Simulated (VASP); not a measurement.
Set up this calculation in VASP 6.6.1, as the native input.

* Task: electric field gradients
* Functional: PBEsol
* Potentials or basis: VASP PAW PBE potentials, release 64 (Hf_pv)
* Cutoff: 520 eV
* k mesh: 14 × 14 × 14
* Occupations: fermi-dirac, width 0.05 eV
* Spin: no spin polarisation
* Dipole correction: no
* Further INCAR settings: ALGO = Normal; EDIFF = 1e-08; NBANDS = 11

The structure of Hf lies in POSCAR:

```
Hf
1.0
   -1.8169539908      1.8169539908      1.8169539908
    1.8169539908     -1.8169539908      1.8169539908
    1.8169539908      1.8169539908     -1.8169539908
Hf
1
Direct
    0.0000000000      0.0000000000      0.0000000000
```

This cell differs from its parent crystal: volume scaled by 1.02.

These files were run (other wordings do the same):

INCAR

```
SYSTEM = Hf
ALGO = Normal
EDIFF = 1E-8
ENCUT = 520
GGA = PS
ISIF = 2
ISMEAR = -1
LASPH = .TRUE.
LCHARG = .FALSE.
LEFG = .TRUE.
LREAL = .FALSE.
LWAVE = .FALSE.
NBANDS = 11
NELM = 80
PREC = Accurate
SIGMA = 0.05
```

KPOINTS

```
k-points
0
G
  14 14 14
  0 0 0
```

Potentials or basis: VASP PAW PBE potentials, release 64 (Hf_pv).

Run with:

```console
$ cat potpaw_PBE.64/Hf_pv/POTCAR > POTCAR
$ mpirun -np 1 vasp_std > vasp.out
```

It gave:

| Property | Result |
| --- | --- |
| Pressure | -10.8 GPa |
| Band gap on the k mesh | zero (band 5 reaches 5.41 eV, above the bottom of band 6 at 3.26 eV) |

Caveat: without QUAD_EFG the Cq values of the log hold for a quadrupole moment of 1 mb, not for the nuclei; the PAW data sets were made with another functional, which shifts forces and pressure a little; spin-orbit coupling is left out, which moves the levels of the heavy elements.

It took 12 s on 1 thread of Intel(R) Xeon(R) Platinum 8488C (Sapphire Rapids) (shared host), peak memory 0.15 GiB.
